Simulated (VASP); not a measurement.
# SrO (Fm-3m) in VASP: band structure with r2SCAN+rVV10

Aim: the band structure of SrO with r2SCAN+rVV10.

Program: VASP 6.6.1. These are calculated values, not measurements. Logs are shortened: lines on timing, memory, paths and dates and some standing lists are left out, and cuts for length are marked.

## Step 1: The cell of the first run

Symmetry: Fm-3m, No. 225, cubic system. The conventional cell has a = 5.151 Å, b = 5.151 Å, c = 5.151 Å, α = 90.00°, β = 90.00°, γ = 90.00°. Sr (site symmetry m-3m) has 6 O at 2.58 Å within 3.4 Å. Within 3.4 Å of O (site symmetry m-3m) lie 6 Sr at 2.58 Å.

## Step 2: Band structure, r2SCAN+rVV10

Input file INCAR:

```
PREC     = Accurate       # precision mode
ENCUT    = 520            # plane-wave cutoff, eV
EDIFF    = 1E-7           # SCF threshold, eV
ISMEAR   = 0              # smearing method
SIGMA    = 0.02           # smearing width, eV
LREAL    = False          # projectors in reciprocal space
LASPH    = True           # aspherical terms in the spheres
NELM     = 100            # most SCF steps
ALGO     = Normal         # electronic algorithm
ISIF     = 2              # what is computed and relaxed
LWAVE    = False          # write WAVECAR
LCHARG   = False          # write CHGCAR
METAGGA  = R2SCAN         # meta-GGA
LMIXTAU  = True         
LUSE_VDW = True         
IVDW_NL  = 2            
BPARAM   = 11.95        
CPARAM   = 0.0093       
KPAR     = 4
```

Input file KPOINTS:

```
Automatic mesh
0
Gamma
  10 10 10
```

Input file POSCAR:

```
SrO                                     
1.0
    0.0000000000      2.5754250918      2.5754250918
    2.5754250918      0.0000000000      2.5754250918
    2.5754250918      2.5754250918      0.0000000000
  Sr              O             
     1     1
Direct
     0.0000000000000000    0.0000000000000000    0.0000000000000000
     0.5000000000000000    0.5000000000000000    0.5000000000000000
```

Input file KPOINTS_OPT:

```
path GXWKGLUWLK,UX
20
line-mode
reciprocal
 0.0000000000  0.0000000000  0.0000000000  G
 0.5000000000  0.0000000000  0.5000000000  X

 0.5000000000  0.0000000000  0.5000000000  X
 0.5000000000  0.2500000000  0.7500000000  W

 0.5000000000  0.2500000000  0.7500000000  W
 0.3750000000  0.3750000000  0.7500000000  K

 0.3750000000  0.3750000000  0.7500000000  K
 0.0000000000  0.0000000000  0.0000000000  G

 0.0000000000  0.0000000000  0.0000000000  G
 0.5000000000  0.5000000000  0.5000000000  L

 0.5000000000  0.5000000000  0.5000000000  L
 0.6250000000  0.2500000000  0.6250000000  U

 0.6250000000  0.2500000000  0.6250000000  U
 0.5000000000  0.2500000000  0.7500000000  W

 0.5000000000  0.2500000000  0.7500000000  W
 0.5000000000  0.5000000000  0.5000000000  L

 0.5000000000  0.5000000000  0.5000000000  L
 0.3750000000  0.3750000000  0.7500000000  K

 0.6250000000  0.2500000000  0.6250000000  U
 0.5000000000  0.0000000000  0.5000000000  X
```

Potentials or basis: VASP PAW PBE potentials, release 64 (Sr_sv, O).

On the command line:

```console
cat potpaw_PBE.64/Sr_sv/POTCAR potpaw_PBE.64/O/POTCAR > POTCAR
mpirun -np 4 vasp_std > vasp.out
```

OUTCAR:

```text
PREC = Accurate
   ENCUT = 520
   EDIFF = 1E-7
   ISMEAR = 0
   LREAL = False
   LASPH = True
   NELM = 100
   ISIF = 2
   METAGGA = R2SCAN
   IVDW_NL = 2
   BPARAM = 11.95

 ion  position               nearest neighbor table
   1  0.000  0.000  0.000-   2 2.58   2 2.58   2 2.58   2 2.58   2 2.58   2 2.58
   2  0.500  0.500  0.500-   1 2.58   1 2.58   1 2.58   1 2.58   1 2.58   1 2.58

  LATTYP: Found a face centered cubic cell.
 ALAT       =     5.1508501836

  Lattice vectors:

 A1 = (   0.0000000000,   2.5754250918,   2.5754250918)
 A2 = (   2.5754250918,   0.0000000000,   2.5754250918)
 A3 = (   2.5754250918,   2.5754250918,   0.0000000000)

Analysis of symmetry for initial positions (statically):
=====================================================================
 Subroutine PRICEL returns:
 Original cell was already a primitive cell.

 Routine SETGRP: Setting up the symmetry group for a
 face centered cubic supercell.

 Subroutine GETGRP returns: Found 48 space group operations
 (whereof 48 operations were pure point group operations)
 out of a pool of 48 trial point group operations.

The static configuration has the point symmetry O_h .

Analysis of symmetry for dynamics (positions and initial velocities):
=====================================================================
 Subroutine PRICEL returns:
 Original cell was already a primitive cell.

 Routine SETGRP: Setting up the symmetry group for a
 face centered cubic supercell.

 Subroutine GETGRP returns: Found 48 space group operations
 (whereof 48 operations were pure point group operations)
 out of a pool of 48 trial point group operations.

The dynamic configuration has the point symmetry O_h .

 Subroutine INISYM returns: Found 48 space group operations
 (whereof 48 operations are pure point group operations),
 and found     1 'primitive' translations

----------------------------------------------------------------------------------------

                                     Primitive cell

  volume of cell :      34.1646

  direct lattice vectors                    reciprocal lattice vectors
     0.000000000  2.575425092  2.575425092    -0.194142707  0.194142707  0.194142707
     2.575425092  0.000000000  2.575425092     0.194142707 -0.194142707  0.194142707
     2.575425092  2.575425092  0.000000000     0.194142707  0.194142707 -0.194142707

  length of vectors
     3.642201094  3.642201094  3.642201094     0.336265033  0.336265033  0.336265033

  position of ions in fractional coordinates (direct lattice)
     0.000000000  0.000000000  0.000000000
     0.500000000  0.500000000  0.500000000

  ion indices of the primitive-cell ions
   primitive index   ion index
                 1           1
                 2           2

----------------------------------------------------------------------------------------

 KPOINTS: Automatic mesh

Automatic generation of k-mesh.
 Grid dimensions read from file:
 generate k-points for:   10   10   10

 Generating k-lattice:

  Cartesian coordinates                     Fractional coordinates (reciprocal lattice)
    -0.019414271  0.019414271  0.019414271     0.100000000  0.000000000  0.000000000
     0.019414271 -0.019414271  0.019414271     0.000000000  0.100000000  0.000000000
     0.019414271  0.019414271 -0.019414271     0.000000000  0.000000000  0.100000000

  Length of vectors
     0.033626503  0.033626503  0.033626503

  Shift w.r.t. Gamma in fractional coordinates (k-lattice)
     0.000000000  0.000000000  0.000000000

 Subroutine IBZKPT returns following result:
 ===========================================

 Found     47 irreducible k-points:

 Following reciprocal coordinates:
            Coordinates               Weight
  0.000000  0.000000  0.000000      1.000000
  0.100000  0.000000  0.000000      8.000000
  0.200000  0.000000  0.000000      8.000000
  0.300000  0.000000  0.000000      8.000000
  0.400000  0.000000  0.000000      8.000000
  0.500000  0.000000  0.000000      4.000000
[... 16 lines left out ...]
  0.300000  0.300000  0.000000      6.000000
  0.400000  0.300000  0.000000     24.000000
 [... further k-points ...]
   k-points           NKPTS =     47   k-points in BZ     NKDIM =     47   number of bands    NBANDS=     12
   number of dos      NEDOS =    301   number of ions     NIONS =      2
   total plane-waves  NPLWV =  21952
   dimension x,y,z NGX =    28 NGY =   28 NGZ =   28
   dimension x,y,z NGXF=    56 NGYF=   56 NGZF=   56
   ions per type =               1   1
   NGX,Y,Z   is equivalent  to a cutoff of  12.78, 12.78, 12.78 a.u.
   NGXF,Y,Z  is equivalent  to a cutoff of  25.56, 25.56, 25.56 a.u.
 SYSTEM =  unknown system
   PREC   = accura    normal or accurate (medium, high low for compatibility)
   ISTART =      0    job   : 0-new  1-cont  2-samecut
   ICHARG =      2    charge: 1-file 2-atom 10-const
   ISPIN  =      1    spin polarized calculation?
   LNONCOLLINEAR =      F non collinear calculations
   LSORBIT =      F    spin-orbit coupling
   LASPH  =      T    aspherical Exc in radial PAW
   ENCUT  =  520.0 eV  38.22 Ry    6.18 a.u.   6.77  6.77  6.77*2*pi/ulx,y,z
   NELM   =    100;   NELMIN=  2; NELMDL= -5     # of ELM steps
   EDIFF  = 0.1E-06   stopping-criterion for ELM
   LREAL  =      F    real-space projection
   EDIFFG = 0.1E-05   stopping-criterion for IOM
   NSW    =      0    number of steps for IOM
   IBRION =     -1    ionic relax: 0-MD 1-quasi-New 2-CG
   NFREE  =      0    steps in history (QN), initial steepest desc. (CG)
   ISIF   =      2    stress and relaxation
   ISYM   =      2    0-nonsym 1-usesym 2-fastsym
   POTIM  = 0.5000    time-step for ionic-motion
   TEBEG  =    0.0;   TEEND  =   0.0 temperature during run
   PSTRESS=    0.0 pullay stress
   NELECT =      16.0000    total number of electrons
   NUPDOWN=      -1.0000    fix difference up-down
   EMIN   =  10.00;   EMAX   =-10.00  energy-range for DOS
   EFERMI =   0.00;   METHOD = LEGACY
   ISMEAR =     0;   SIGMA  =   0.02  broadening in eV -4-tet -1-fermi 0-gaus
   EFERMI_NEDOS =   21; number of points for ismear=-14 and -15
   IALGO  =     38    algorithm
   IMIX   =      4    mixing-type and parameters
     AMIX     =   0.40;   BMIX     =  1.00
     AMIX_MAG =   1.60;   BMIX_MAG =  1.00
  volume/ion in A,a.u.               =      17.08       115.28
  Fermi-wavevector in a.u.,A,eV,Ry     =   1.271323  2.402452 21.990582  1.616262
  Thomas-Fermi vector in A             =   2.404262
   LORBIT       =      0    0 simple, 1 ext, 2 COOP (PROOUT), +10 PAW based schemes
   METAGGA = R2SCAN    functional components
   LHFCALC =     F    Hartree Fock is set to
   AEXX    =    0.0000 exact exchange contribution
   IVDW_NL    =     2    kernel type
   BPARAM     =11.9500
   IVDW    =     0    specifies the selected vdW correction
   LEPSILON=     F    determine dielectric tensor
   LRPA    =     F    only Hartree local field effects (RPA)
 non-spin polarized calculation
 Gauss-broadening in eV      SIGMA  =   0.02
  energy-cutoff  :      520.00
  volume of cell :       34.16
 maximum number of plane-waves:       941
   NGX = 13   NGY = 13   NGZ = 13

 number of electron      15.9999997 magnetization

 Free energy of the ion-electron system (eV)
  ---------------------------------------------------
  ext. energy  EPLUGINS =         0.00000000
  ---------------------------------------------------
  free energy    TOTEN  =       -26.65770170 eV

  energy without entropy =      -26.65770170  energy(sigma->0) =      -26.65770170

 E-fermi :   1.3885     XC(G=0): -10.6174

 val. band max:        1.2940011912   @ k =   0.0000   0.0000   0.0000
 cond. band min:       4.9937839388   @ k =   0.5000   0.5000   0.0000
 fundamental gap:      3.6997827477
 Fermi energy:         1.3885429332

 k-point     1 :       0.0000    0.0000    0.0000
  band No.  band energies     occupation
      1     -32.1538      2.00000
      2     -14.7273      2.00000
      3     -13.1845      2.00000
      4     -13.1845      2.00000
      5     -13.1845      2.00000
      6       1.2940      2.00000
      7       1.2940      2.00000
      8       1.2940      2.00000
      9       5.8451      0.00000
     10       8.0422      0.00000
     11       8.0422      0.00000
     12       8.0422      0.00000

 k-point     2 :       0.1000    0.0000    0.0000
  band No.  band energies     occupation
      1     -32.1409      2.00000
      2     -14.9204      2.00000
      3     -13.1920      2.00000
      4     -13.1920      2.00000
      5     -13.0230      2.00000
      6       1.0043      2.00000
      7       1.1672      2.00000
      8       1.1672      2.00000
      9       6.3003      0.00000
     10       7.9198      0.00000
     11       8.2432      0.00000
     12       8.2432      0.00000

 k-point     3 :       0.2000    0.0000    0.0000
  band No.  band energies     occupation
      1     -32.1069      2.00000
      2     -15.3163      2.00000
      3     -13.2113      2.00000
      4     -13.2113      2.00000
      5     -12.7112      2.00000
      6       0.3824      2.00000
      7       0.8592      2.00000
      8       0.8592      2.00000
      9       7.3861      0.00000
     10       7.7991      0.00000
     11       8.8115      0.00000
     12       8.8115      0.00000
[... 286 lines left out ...]
 k-point    23 :       0.3000    0.3000    0.0000
  band No.  band energies     occupation
      1     -32.0374      2.00000
      2     -15.3220      2.00000
      3     -13.4201      2.00000
      4     -13.4201      2.00000
      5     -12.9852      2.00000
      6       0.0505      2.00000
      7       1.1508      2.00000
      8       1.1508      2.00000
      9       5.7444      0.00000
     10       8.3998      0.00000
     11      11.1261      0.00000
     12      11.1261      0.00000

 k-point    24 :       0.4000    0.3000    0.0000
  band No.  band energies     occupation
      1     -32.0109      2.00000
      2     -15.3195      2.00000
      3     -13.5307      2.00000
      4     -13.4550      2.00000
      5     -13.1038      2.00000
      6       0.2401      2.00000
      7       0.9920      2.00000
      8       1.0639      2.00000
      9       5.6851      0.00000
     10       9.0958      0.00000
     11      11.4179      0.00000
     12      11.6408      0.00000

 [... further k-points ...]

------------------------ aborting loop because EDIFF is reached ----------------------------------------

  FORCE on cell =-STRESS in cart. coord.  units (eV):
  Direction    XX          YY          ZZ          XY          YZ          ZX
  --------------------------------------------------------------------------------------
  -------------------------------------------------------------------------------------
  Total        0.0167989      0.0167989      0.0167989      0.0000000      0.0000000      0.0000000
  in kB        0.7877967      0.7877967      0.7877967      0.0000000      0.0000000      0.0000000
  external PRESSURE =       0.7877967 kB  Pullay stress =       0.0000000 kB

 VOLUME and BASIS-vectors are now :
 -----------------------------------------------------------------------------
  energy-cutoff  :      520.00
  volume of cell :       34.16
      direct lattice vectors                 reciprocal lattice vectors
     0.000000000  2.575425092  2.575425092    -0.194142707  0.194142707  0.194142707
     2.575425092  0.000000000  2.575425092     0.194142707 -0.194142707  0.194142707
     2.575425092  2.575425092  0.000000000     0.194142707  0.194142707 -0.194142707

 POSITION                                       TOTAL-FORCE (eV/Angst)
 -----------------------------------------------------------------------------------
      0.00000      0.00000      0.00000        -0.000000      0.000000      0.000000
      2.57543      2.57543      2.57543         0.000000     -0.000000     -0.000000
 -----------------------------------------------------------------------------------
    total drift:                                0.000000      0.000000      0.000000

  FREE ENERGIE OF THE ION-ELECTRON SYSTEM (eV)
  ---------------------------------------------------
  free  energy   TOTEN  =       -26.6577017011 eV

  energy  without entropy=      -26.6577017011  energy(sigma->0) =      -26.65770170
```

Run time: 86 s. Hardware: 4 MPI ranks of Intel Xeon 6975P-C (Granite Rapids), shared host; peak memory 0.28 GiB.

Results:

| Item | Value |
| --- | --- |
| Free energy | -26.6577 eV |
| Pressure | 0.1 GPa |
| Band gap on the k mesh | 3.70 eV (least direct gap 3.79 eV) |
| Band gap along the path | 3.70 eV (least direct gap 3.79 eV) |

Levels at the corners of the path, in eV from the valence-band top:
```
point  band 5  band 6  band 7  band 8  band 9  band 10  band 11  band 12
    Γ  -14.48    0.00    0.00    0.00    4.55     6.75     6.75     6.75
    X  -14.84   -0.44   -0.09   -0.09    3.70     8.47    10.90    11.00
    X  -14.84   -0.44   -0.09   -0.09    3.70     8.47    10.90    11.00
    W  -14.03   -1.11   -0.44   -0.44    6.50     6.50     9.28    11.71
    W  -14.03   -1.11   -0.44   -0.44    6.50     6.50     9.28    11.70
    K  -14.21   -0.93   -0.57   -0.48    5.24     8.44     9.40    10.75
    K  -14.21   -0.93   -0.57   -0.48    5.24     8.44     9.40    10.75
    Γ  -14.48    0.00    0.00    0.00    4.55     6.75     6.75     6.75
    Γ  -14.48    0.00    0.00    0.00    4.55     6.75     6.75     6.75
    L  -13.48   -2.12   -1.12   -1.12    7.06     8.96     9.45     9.45
    L  -13.48   -2.12   -1.12   -1.12    7.06     8.96     9.45     9.45
    U  -14.21   -0.93   -0.57   -0.48    5.24     8.44     9.40    10.75
    U  -14.21   -0.93   -0.57   -0.48    5.24     8.44     9.40    10.75
    W  -14.03   -1.11   -0.44   -0.44    6.50     6.50     9.28    11.70
    W  -14.03   -1.11   -0.44   -0.44    6.50     6.50     9.28    11.70
    L  -13.48   -2.12   -1.12   -1.12    7.06     8.96     9.45     9.45
    L  -13.48   -2.12   -1.12   -1.12    7.06     8.96     9.45     9.45
    K  -14.21   -0.93   -0.57   -0.48    5.24     8.44     9.40    10.75
    U  -14.21   -0.93   -0.57   -0.48    5.24     8.44     9.40    10.75
    X  -14.84   -0.44   -0.09   -0.09    3.70     8.47    10.90    11.00
```

Caveat: the PAW data sets were made with another functional, which shifts forces and pressure a little.
